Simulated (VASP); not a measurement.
# InSb (CsCl type) (Pm-3m) in VASP: notebook

The runs below take InSb (CsCl type) through single point, with PBE.

Everything below comes from runs of VASP 6.6.1. Logs are shortened: lines on timing, memory, paths and dates and some standing lists are left out, and cuts for length are marked.

### Step 1. The cell of the first run

It takes space group Pm-3m (No. 221, cubic). The conventional cell has a = 3.647 Å, b = 3.647 Å, c = 3.647 Å, α = 90.00°, β = 90.00°, γ = 90.00°. In (site symmetry m-3m) has 8 Sb at 3.16 Å and 6 In at 3.65 Å within 4.2 Å. Sb (site symmetry m-3m) has 8 In at 3.16 Å and 6 Sb at 3.65 Å within 4.2 Å.

### Step 2. Single point, PBE (volume scaled by 0.88)

INCAR

```
SYSTEM = InSb
  PREC = Accurate
  ENCUT = 520
  EDIFF = 1E-7
  ISMEAR = -1
  SIGMA = 0.08
  LREAL = .False.
  LASPH = .True.
  NELM = 80
  ALGO = Normal
  ISIF = 2
  LWAVE = .False.
  LCHARG = .False.
  GGA = PE
  NBANDS = 16
```

KPOINTS

```
regular mesh
0
Gamma
  11 11 11
  0 0 0
```

POSCAR

```
InSb
1.0
    3.6474867322      0.0000000000      0.0000000000
    0.0000000000      3.6474867322      0.0000000000
    0.0000000000      0.0000000000      3.6474867322
In Sb
1 1
Direct
    0.0000000000      0.0000000000      0.0000000000
    0.5000000000      0.5000000000      0.5000000000
```

Potentials or basis: VASP PAW PBE potentials, release 64 (In_d, Sb).

Started as:

```console
$ cat potpaw_PBE.64/In_d/POTCAR potpaw_PBE.64/Sb/POTCAR > POTCAR
$ mpirun -np 1 vasp_std > vasp.out
```

OUTCAR:

```text
SYSTEM = InSb
   PREC = Accurate
   ENCUT = 520
   EDIFF = 1E-7
   ISMEAR = -1
   LREAL = .False.
   LASPH = .True.
   NELM = 80
   ISIF = 2
   GGA = PE

 ion  position               nearest neighbor table
   1  0.000  0.000  0.000-   2 3.16   2 3.16   2 3.16   2 3.16   2 3.16   2 3.16   2 3.16   2 3.16

   2  0.500  0.500  0.500-   1 3.16   1 3.16   1 3.16   1 3.16   1 3.16   1 3.16   1 3.16   1 3.16

  LATTYP: Found a simple cubic cell.
 ALAT       =     3.6474867322

  Lattice vectors:

 A1 = (   3.6474867322,   0.0000000000,   0.0000000000)
 A2 = (   0.0000000000,   3.6474867322,   0.0000000000)
 A3 = (   0.0000000000,   0.0000000000,   3.6474867322)

Analysis of symmetry for initial positions (statically):
=====================================================================
 Subroutine PRICEL returns:
 Original cell was already a primitive cell.

 Routine SETGRP: Setting up the symmetry group for a
 simple cubic supercell.

 Subroutine GETGRP returns: Found 48 space group operations
 (whereof 48 operations were pure point group operations)
 out of a pool of 48 trial point group operations.

The static configuration has the point symmetry O_h .

Analysis of symmetry for dynamics (positions and initial velocities):
=====================================================================
 Subroutine PRICEL returns:
 Original cell was already a primitive cell.

 Routine SETGRP: Setting up the symmetry group for a
 simple cubic supercell.

 Subroutine GETGRP returns: Found 48 space group operations
 (whereof 48 operations were pure point group operations)
 out of a pool of 48 trial point group operations.

The dynamic configuration has the point symmetry O_h .

 Subroutine INISYM returns: Found 48 space group operations
 (whereof 48 operations are pure point group operations),
 and found     1 'primitive' translations

----------------------------------------------------------------------------------------

                                     Primitive cell

  volume of cell :      48.5267

  direct lattice vectors                    reciprocal lattice vectors
     3.647486732  0.000000000  0.000000000     0.274161381  0.000000000  0.000000000
     0.000000000  3.647486732  0.000000000     0.000000000  0.274161381  0.000000000
     0.000000000  0.000000000  3.647486732     0.000000000  0.000000000  0.274161381

  length of vectors
     3.647486732  3.647486732  3.647486732     0.274161381  0.274161381  0.274161381

  position of ions in fractional coordinates (direct lattice)
     0.000000000  0.000000000  0.000000000
     0.500000000  0.500000000  0.500000000

  ion indices of the primitive-cell ions
   primitive index   ion index
                 1           1
                 2           2

----------------------------------------------------------------------------------------

 KPOINTS: regular mesh

Automatic generation of k-mesh.
 Grid dimensions read from file:
 generate k-points for:   11   11   11

 Generating k-lattice:

  Cartesian coordinates                     Fractional coordinates (reciprocal lattice)
     0.024923762  0.000000000  0.000000000     0.090909091  0.000000000  0.000000000
     0.000000000  0.024923762  0.000000000     0.000000000  0.090909091  0.000000000
     0.000000000  0.000000000  0.024923762     0.000000000  0.000000000  0.090909091

  Length of vectors
     0.024923762  0.024923762  0.024923762

  Shift w.r.t. Gamma in fractional coordinates (k-lattice)
     0.000000000  0.000000000  0.000000000

 Subroutine IBZKPT returns following result:
 ===========================================

 Found     56 irreducible k-points:

 Following reciprocal coordinates:
            Coordinates               Weight
  0.000000  0.000000  0.000000      1.000000
  0.090909  0.000000  0.000000      6.000000
  0.181818  0.000000  0.000000      6.000000
  0.272727  0.000000  0.000000      6.000000
  0.363636  0.000000  0.000000      6.000000
  0.454545  0.000000  0.000000      6.000000
[... 16 lines left out ...]
  0.181818  0.090909  0.090909     24.000000
  0.272727  0.090909  0.090909     24.000000
 [... further k-points ...]
   k-points           NKPTS =     56   k-points in BZ     NKDIM =     56   number of bands    NBANDS=     16
   number of dos      NEDOS =    301   number of ions     NIONS =      2
   total plane-waves  NPLWV =  21952
   dimension x,y,z NGX =    28 NGY =   28 NGZ =   28
   dimension x,y,z NGXF=    56 NGYF=   56 NGZF=   56
   ions per type =               1   1
   NGX,Y,Z   is equivalent  to a cutoff of  12.76, 12.76, 12.76 a.u.
   NGXF,Y,Z  is equivalent  to a cutoff of  25.52, 25.52, 25.52 a.u.
 SYSTEM =  InSb
   PREC   = accura    normal or accurate (medium, high low for compatibility)
   ISTART =      0    job   : 0-new  1-cont  2-samecut
   ICHARG =      2    charge: 1-file 2-atom 10-const
   ISPIN  =      1    spin polarized calculation?
   LNONCOLLINEAR =      F non collinear calculations
   LSORBIT =      F    spin-orbit coupling
   LASPH  =      T    aspherical Exc in radial PAW
   ENCUT  =  520.0 eV  38.22 Ry    6.18 a.u.   6.78  6.78  6.78*2*pi/ulx,y,z
   NELM   =     80;   NELMIN=  2; NELMDL= -5     # of ELM steps
   EDIFF  = 0.1E-06   stopping-criterion for ELM
   LREAL  =      F    real-space projection
   EDIFFG = 0.1E-05   stopping-criterion for IOM
   NSW    =      0    number of steps for IOM
   IBRION =     -1    ionic relax: 0-MD 1-quasi-New 2-CG
   NFREE  =      0    steps in history (QN), initial steepest desc. (CG)
   ISIF   =      2    stress and relaxation
   ISYM   =      2    0-nonsym 1-usesym 2-fastsym
   POTIM  = 0.5000    time-step for ionic-motion
   TEBEG  =    0.0;   TEEND  =   0.0 temperature during run
   PSTRESS=    0.0 pullay stress
   NELECT =      18.0000    total number of electrons
   NUPDOWN=      -1.0000    fix difference up-down
   EMIN   =  10.00;   EMAX   =-10.00  energy-range for DOS
   EFERMI =   0.00;   METHOD = LEGACY
   ISMEAR =    -1;   SIGMA  =   0.08  broadening in eV -4-tet -1-fermi 0-gaus
   EFERMI_NEDOS =   21; number of points for ismear=-14 and -15
   IALGO  =     38    algorithm
   IMIX   =      4    mixing-type and parameters
     AMIX     =   0.40;   BMIX     =  1.00
     AMIX_MAG =   1.60;   BMIX_MAG =  1.00
  volume/ion in A,a.u.               =      24.26       163.74
  Fermi-wavevector in a.u.,A,eV,Ry     =   1.176265  2.222819 18.825021  1.383600
  Thomas-Fermi vector in A             =   2.312632
   LORBIT       =      0    0 simple, 1 ext, 2 COOP (PROOUT), +10 PAW based schemes
   GGA     = PE    functional components
   LHFCALC =     F    Hartree Fock is set to
   AEXX    =    0.0000 exact exchange contribution
   IVDW    =     0    specifies the selected vdW correction
   LEPSILON=     F    determine dielectric tensor
   LRPA    =     F    only Hartree local field effects (RPA)
 non-spin polarized calculation
  energy-cutoff  :      520.00
  volume of cell :       48.53
 maximum number of plane-waves:      1334
 NGX is ok and might be reduce to    28
   NGX = 13   NGY = 13   NGZ = 13

 number of electron      17.9999999 magnetization

 Free energy of the ion-electron system (eV)
  ---------------------------------------------------
  ext. energy  EPLUGINS =         0.00000000
  ---------------------------------------------------
  free energy    TOTEN  =        -6.35292990 eV

  energy without entropy =       -6.32191796  energy(sigma->0) =       -6.33742393

 E-fermi :   9.0834     XC(G=0): -10.6554

 val. band max:        9.0260312447   @ k =   0.4545   0.3636   0.3636
 cond. band min:       9.1139216597   @ k =   0.1818   0.1818   0.0000
 fundamental gap:      0.0878904150
 Fermi energy:         9.0833933461

 k-point     1 :       0.0000    0.0000    0.0000
  band No.  band energies     occupation
      1      -5.6080      2.00000
      2      -5.6080      2.00000
      3      -5.4495      2.00000
      4      -5.4495      2.00000
      5      -5.4495      2.00000
      6      -3.1667      2.00000
[... 8 lines left out ...]
     15      18.4811      0.00000
     16      21.6764      0.00000

 k-point     2 :       0.0909    0.0000    0.0000
  band No.  band energies     occupation
      1      -5.6071      2.00000
      2      -5.5968      2.00000
      3      -5.4552      2.00000
      4      -5.4552      2.00000
      5      -5.4493      2.00000
      6      -3.0762      2.00000
[... 8 lines left out ...]
     15      17.9413      0.00000
     16      20.7491      0.00000

 k-point     3 :       0.1818    0.0000    0.0000
  band No.  band energies     occupation
      1      -5.6047      2.00000
      2      -5.5669      2.00000
      3      -5.4703      2.00000
      4      -5.4703      2.00000
      5      -5.4486      2.00000
      6      -2.8075      2.00000
[... 8 lines left out ...]
     15      16.7500      0.00000
     16      19.3921      0.00000

 k-point     4 :       0.2727    0.0000    0.0000
  band No.  band energies     occupation
      1      -5.6015      2.00000
      2      -5.5283      2.00000
      3      -5.4900      2.00000
      4      -5.4900      2.00000
      5      -5.4478      2.00000
      6      -2.3744      2.00000
[... 8 lines left out ...]
     15      17.7254      0.00000
     16      18.1451      0.00000
[... 324 lines left out ...]
 k-point    22 :       0.0909    0.0909    0.0909
  band No.  band energies     occupation
      1      -5.5896      2.00000
      2      -5.5896      2.00000
      3      -5.4651      2.00000
      4      -5.4593      2.00000
      5      -5.4593      2.00000
      6      -2.8927      2.00000
[... 8 lines left out ...]
     15      17.3554      0.00000
     16      20.5314      0.00000

 k-point    23 :       0.1818    0.0909    0.0909
  band No.  band energies     occupation
      1      -5.5872      2.00000
      2      -5.5589      2.00000
      3      -5.4823      2.00000
      4      -5.4750      2.00000
      5      -5.4589      2.00000
      6      -2.6201      2.00000
[... 8 lines left out ...]
     15      17.2034      0.00000
     16      20.0626      0.00000

 k-point    24 :       0.2727    0.0909    0.0909
  band No.  band energies     occupation
      1      -5.5839      2.00000
      2      -5.5193      2.00000
      3      -5.5050      2.00000
      4      -5.4954      2.00000
      5      -5.4574      2.00000
      6      -2.1824      2.00000
[... 8 lines left out ...]
     15      17.8632      0.00000
     16      19.2704      0.00000

 [... further k-points ...]
[... 5 lines left out ...]
  --------------------------------------------------------------------------------------
  -------------------------------------------------------------------------------------
  Total        2.3544717      2.3544717      2.3544717      0.0000000     -0.0000000      0.0000000
  in kB       77.7361269     77.7361269     77.7361269      0.0000000     -0.0000000      0.0000000
  external PRESSURE =      77.7361269 kB  Pullay stress =       0.0000000 kB

 VOLUME and BASIS-vectors are now :
 -----------------------------------------------------------------------------
  energy-cutoff  :      520.00
  volume of cell :       48.53
      direct lattice vectors                 reciprocal lattice vectors
     3.647486732  0.000000000  0.000000000     0.274161381  0.000000000  0.000000000
     0.000000000  3.647486732  0.000000000     0.000000000  0.274161381  0.000000000
     0.000000000  0.000000000  3.647486732     0.000000000  0.000000000  0.274161381

 POSITION                                       TOTAL-FORCE (eV/Angst)
 -----------------------------------------------------------------------------------
      0.00000      0.00000      0.00000         0.000000      0.000000      0.000000
      1.82374      1.82374      1.82374         0.000000      0.000000      0.000000
 -----------------------------------------------------------------------------------
    total drift:                               -0.000000     -0.000000     -0.000000

  FREE ENERGIE OF THE ION-ELECTRON SYSTEM (eV)
  ---------------------------------------------------
  free  energy   TOTEN  =        -6.3529298951 eV

  energy  without entropy=       -6.3219179551  energy(sigma->0) =       -6.33742393
```

Wall time 40 s (1 thread of Intel Xeon Platinum 8259CL at 2.50GHz (Skylake/Cascade Lake), shared host); peak memory 0.18 GiB.

Results:

| Item | Value |
| --- | --- |
| Free energy | -6.3529 eV |
| Pressure | 7.8 GPa |
| Band gap on the k mesh | zero (band 9 reaches 10.48 eV, above the bottom of band 10 at 6.91 eV) |

Levels at points of the mesh, in eV from the Fermi level:
```
           k point  band 6  band 7  band 8  band 9  band 10  band 11  band 12  band 13
(0.00, 0.00, 0.00)  -12.25   -1.50   -0.79   -0.79    -0.79     4.02     4.02     9.40
```

Caveat: spin-orbit coupling is left out, which moves the levels of the heavy elements.

### Step 3. Single point, PBE (volume scaled by 0.88)

INCAR

```
PREC = Accurate
ENCUT = 520
EDIFF = 1E-6
ISMEAR = -1
SIGMA = 0.08
LREAL = False
LASPH = True
NELM = 100
ALGO = Normal
ISIF = 2
LWAVE = False
LCHARG = False
GGA = PE
NBANDS = 16
```

KPOINTS

```
Automatic mesh
0
Gamma
  11 11 11
```

POSCAR is that of step 2.

Potentials or basis: VASP PAW PBE potentials, release 64 (In_d, Sb).

Started as:

```console
$ cat potpaw_PBE.64/In_d/POTCAR potpaw_PBE.64/Sb/POTCAR > POTCAR
$ mpirun -np 1 vasp_std > vasp.out
```

OUTCAR:

```text
PREC = Accurate
   ENCUT = 520
   EDIFF = 1E-6
   ISMEAR = -1
   LREAL = False
   LASPH = True
   NELM = 100
   ISIF = 2
   GGA = PE

 ion  position               nearest neighbor table
   1  0.000  0.000  0.000-   2 3.16   2 3.16   2 3.16   2 3.16   2 3.16   2 3.16   2 3.16   2 3.16

   2  0.500  0.500  0.500-   1 3.16   1 3.16   1 3.16   1 3.16   1 3.16   1 3.16   1 3.16   1 3.16

  LATTYP: Found a simple cubic cell.
 ALAT       =     3.6474867322

  Lattice vectors:
[... 192 lines left out ...]
      5      -5.4493      2.00000
      6      -3.1667      2.00000
[... 433 lines left out ...]
      3      -5.5048      2.00000
      4      -5.4951      2.00000
      5      -5.4572      2.00000
      6      -2.1824      2.00000
[... 8 lines left out ...]
     15      17.8632      0.00000
     16      19.2704      0.00000

 [... further k-points ...]
[... 5 lines left out ...]
  --------------------------------------------------------------------------------------
  -------------------------------------------------------------------------------------
  Total        2.3472466      2.3472466      2.3472466     -0.0000000      0.0000000      0.0000000
  in kB       77.4975795     77.4975795     77.4975795     -0.0000000      0.0000000      0.0000000
  external PRESSURE =      77.4975795 kB  Pullay stress =       0.0000000 kB

 VOLUME and BASIS-vectors are now :
 -----------------------------------------------------------------------------
  energy-cutoff  :      520.00
  volume of cell :       48.53
      direct lattice vectors                 reciprocal lattice vectors
     3.647486732  0.000000000  0.000000000     0.274161381  0.000000000  0.000000000
     0.000000000  3.647486732  0.000000000     0.000000000  0.274161381  0.000000000
     0.000000000  0.000000000  3.647486732     0.000000000  0.000000000  0.274161381

 POSITION                                       TOTAL-FORCE (eV/Angst)
 -----------------------------------------------------------------------------------
      0.00000      0.00000      0.00000         0.000000      0.000000      0.000000
      1.82374      1.82374      1.82374         0.000000      0.000000      0.000000
 -----------------------------------------------------------------------------------
    total drift:                               -0.000000     -0.000000     -0.000000

  FREE ENERGIE OF THE ION-ELECTRON SYSTEM (eV)
  ---------------------------------------------------
  free  energy   TOTEN  =        -6.3529304374 eV

  energy  without entropy=       -6.3219184207  energy(sigma->0) =       -6.33742443
```

OSZICAR:

```text
N       E                     dE             d eps       ncg     rms          rms(c)
DAV:   1     0.108510632866E+03    0.10851E+03   -0.81365E+03  1800   0.123E+03
DAV:   2    -0.369857644811E+00   -0.10888E+03   -0.10570E+03  2000   0.297E+02
DAV:   3    -0.625197506253E+01   -0.58821E+01   -0.58400E+01  2264   0.674E+01
DAV:   4    -0.639279969829E+01   -0.14082E+00   -0.14070E+00  2232   0.109E+01
DAV:   5    -0.639893767249E+01   -0.61380E-02   -0.61379E-02  2752   0.194E+00    0.342E+00
DAV:   6    -0.636066938903E+01    0.38268E-01   -0.59384E-02  2360   0.459E+00    0.193E+00
DAV:   7    -0.635360864934E+01    0.70607E-02   -0.18168E-02  2648   0.199E+00    0.356E-01
DAV:   8    -0.635293580929E+01    0.67284E-03   -0.17961E-03  2432   0.626E-01    0.124E-01
DAV:   9    -0.635293408731E+01    0.17220E-05   -0.16264E-04  2416   0.107E-01    0.514E-02
DAV:  10    -0.635293074537E+01    0.33419E-05   -0.44245E-06  2240   0.181E-02    0.207E-02
DAV:  11    -0.635293043742E+01    0.30794E-06   -0.10844E-06  1656   0.148E-02
   1 F= -.63529304E+01 E0= -.63374244E+01  d E =-.310120E-01
```

stdout:

```text
POSCAR found type information on POSCAR InSb
 POSCAR found :  2 types and       2 ions
 scaLAPACK will be used
 LDA part: xc-table for (Slater+PW92), standard interpolation
 POSCAR, INCAR and KPOINTS ok, starting setup
 FFT: planning ... GRIDC
 FFT: planning ... GRID_SOFT
 FFT: planning ... GRID
 WAVECAR not read
 entering main loop
```

It took 26 s on 1 thread of Intel Xeon Platinum 8259CL at 2.50GHz (Skylake/Cascade Lake), shared host; peak memory 0.18 GiB.

What came out:

```
Free energy            : -6.3529 eV
Pressure               : 7.7 GPa
Band gap on the k mesh : zero (band 9 reaches 10.48 eV, above the bottom of band 10 at 6.91 eV)
```

Caveat: spin-orbit coupling is left out, which moves the levels of the heavy elements.

(Continued in part 2 of 2.)
